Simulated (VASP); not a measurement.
Wanted: the native input for a VASP 6.6.1 run.

| Item | Value |
| --- | --- |
| Task | single point |
| Functional | r2SCAN |
| Potentials or basis | VASP PAW PBE potentials, release 64 (Ta_pv) |
| Cutoff | 440 eV |
| k mesh | 10 × 10 × 1 |
| Occupations | fermi-dirac, width 0.1 eV |
| Spin | no spin polarisation |
| Dipole correction | yes |
| Further INCAR settings | ALGO = Normal; EDIFF = 1e-06; NBANDS = 24 |

Ta, a slab with vacuum:

```
CELL_PARAMETERS angstrom
4.67515 0.00000 0.00000
-2.33757 4.04880 0.00000
0.00000 0.00000 17.90860
ATOMIC_POSITIONS crystal
Ta 0.16667 0.33333 0.47295
Ta 0.50000 0.00000 0.50000
Ta 0.83333 0.66667 0.52705
```

These files were run (other wordings do the same):

POSCAR

```
Ta
1.0
    4.6751490033      0.0000000000      0.0000000000
   -2.3375745016      4.0487978033      0.0000000000
    0.0000000000      0.0000000000     17.9086000000
Ta
3
Direct
    0.1666666667      0.3333333333      0.4729475034
    0.5000000000      1.0000000000      0.4999997658
    0.8333333333      0.6666666667      0.5270527306
```

INCAR.step1

```
SYSTEM = Ta
PREC     = Accurate       ! precision mode
ENCUT    = 440            ! plane-wave cutoff, eV
ISMEAR   = -1             ! smearing method
SIGMA    = 0.1            ! smearing width, eV
LREAL    = .False.        ! projectors in reciprocal space
LASPH    = .True.         ! aspherical terms in the spheres
NELM     = 120            ! most SCF steps
LDIPOL   = .True.       
IDIPOL   = 3            
DIPOL    = 0.5 0.5 0.500
NBANDS   = 24             ! bands
GGA      = PE             ! functional
ALGO     = Normal         ! electronic algorithm
EDIFF    = 1E-5           ! SCF threshold, eV
LWAVE    = .True.         ! write WAVECAR
LCHARG   = .False.        ! write CHGCAR
GGA_COMPAT= .False.      
NELMDL   = -8
```

INCAR.step2

```
SYSTEM = Ta
PREC     = Accurate       ! precision mode
ENCUT    = 440            ! plane-wave cutoff, eV
EDIFF    = 1E-6           ! SCF threshold, eV
ISMEAR   = -1             ! smearing method
SIGMA    = 0.1            ! smearing width, eV
LREAL    = .False.        ! projectors in reciprocal space
LASPH    = .True.         ! aspherical terms in the spheres
NELM     = 120            ! most SCF steps
ALGO     = Normal         ! electronic algorithm
ISIF     = 2              ! what is computed and relaxed
LWAVE    = .False.        ! write WAVECAR
LCHARG   = .True.         ! write CHGCAR
LDIPOL   = .True.       
IDIPOL   = 3            
DIPOL    = 0.5 0.5 0.500
METAGGA  = R2SCAN         ! meta-GGA
LMIXTAU  = .True.       
LELF     = .True.         ! ELF
LVHAR    = .True.       
LVACPOTAV= .True.       
NBANDS   = 24             ! bands
ISTART   = 1            
GGA_COMPAT= .False.
```

KPOINTS

```
regular mesh
0
Gamma
  10 10 1
  0 0 0
```

Potentials or basis: VASP PAW PBE potentials, release 64 (Ta_pv).

Run with:

```sh
$ cat potpaw_PBE.64/Ta_pv/POTCAR > POTCAR
$ cp INCAR.step1 INCAR
$ mpirun -np 1 vasp_std > vasp.out
$ cp INCAR.step2 INCAR
$ mpirun -np 1 vasp_std > vasp.out
```

It gave:

```
Largest force          : 0.026 eV/Å
Band gap on the k mesh : zero (an odd number of electrons rules out a gap without spin polarisation)
```

Caveat: the PAW data sets were made with another functional, which shifts forces and pressure a little; spin-orbit coupling is left out, which moves the levels of the heavy elements.

It took 7.4 min on 1 thread of Intel(R) Xeon(R) Platinum 8259CL CPU @ 2.50GHz (Skylake/Cascade Lake) (shared host), peak memory 0.41 GiB.
